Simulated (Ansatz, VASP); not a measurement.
# One calculation of TiAl, two programs

File INCAR:

```
PREC = Accurate
ENCUT = 600
EDIFF = 1E-7
ISMEAR = 0
SIGMA = 0.1
LREAL = False
LASPH = True
NELM = 100
ALGO = Fast
ISIF = 3
LWAVE = False
LCHARG = False
IBRION = 2
NSW = 100
EDIFFG = -0.005
```

KPOINTS

```
Automatic mesh
0
Gamma
  14 14 14
```

The input POSCAR:

```
TiAl
1.0
    3.1790640000      0.0000000000      0.0000000000
    0.0000000000      3.1790640000      0.0000000000
    0.0000000000      0.0000000000      3.1790640000
Ti Al
1 1
Direct
    0.0000000000      0.0000000000      0.0000000000
    0.5000000000      0.5000000000      0.5000000000
```

Input for Ansatz:

```yaml
crystal:
  lattice:
    - [3.179064, 0.0, 0.0]
    - [0.0, 3.179064, 0.0]
    - [0.0, 0.0, 3.179064]
  atoms:
    - { symbol: Ti, position: [0.0, 0.0, 0.0] }
    - { symbol: Al, position: [0.5, 0.5, 0.5] }
basis:
  ecutwfc: 520.0
kpoints:
  mp_grid: { grid: [14, 14, 14] }
hamiltonian:
  xc: lda
  pseudopotentials: { kind: paw, azcp: { folder: soft_1 } }
scf:
  occupations: { method: gaussian, width: 0.1 }
output:
  forces: true
  stress: true
  eigenvalues: true
relax:
  adjacent_minimum: "off"
  f_tol: 0.005
  max_steps: 80
  cell: { stress_tol: 0.05 }
```

Alike in both runs: task relaxation of cell and atoms; functional LDA; k mesh 14 × 14 × 14; occupations gaussian, width 0.1 eV; no spin polarisation.

|  | VASP | Ansatz |
| --- | --- | --- |
| version | VASP 6.6.1 | Ansatz 0.2.0 |
| potentials or method | VASP PAW LDA potentials, release 64 (Ti_sv, Al), cutoff 600 eV | scalar-relativistic, plane waves, PAW |
| valence electrons in the cell | 15 | 15 |

Ansatz gave:

| Property | Result |
| --- | --- |
| gap on the k mesh at the Fermi level, each at its own relaxed structure (eV) | none |
| relaxed volume (Å³/atom) | 15.25 |
| relaxed cell length with the largest relative difference (Å) | 3.124 |

Problem. Estimate VASP's values.

Solution. gap on the k mesh at the Fermi level, each at its own relaxed structure (eV): none; relaxed volume (Å³/atom): 15.27; relaxed cell length with the largest relative difference (Å): 3.126.

Ansatz warns that its potentials were made for another functional, while VASP's fit it. LDA's correlation is that of Perdew and Zunger in VASP and of Perdew and Wang (1992) in Ansatz. A gap of «none» marks a metal or a gap that the smearing closes.
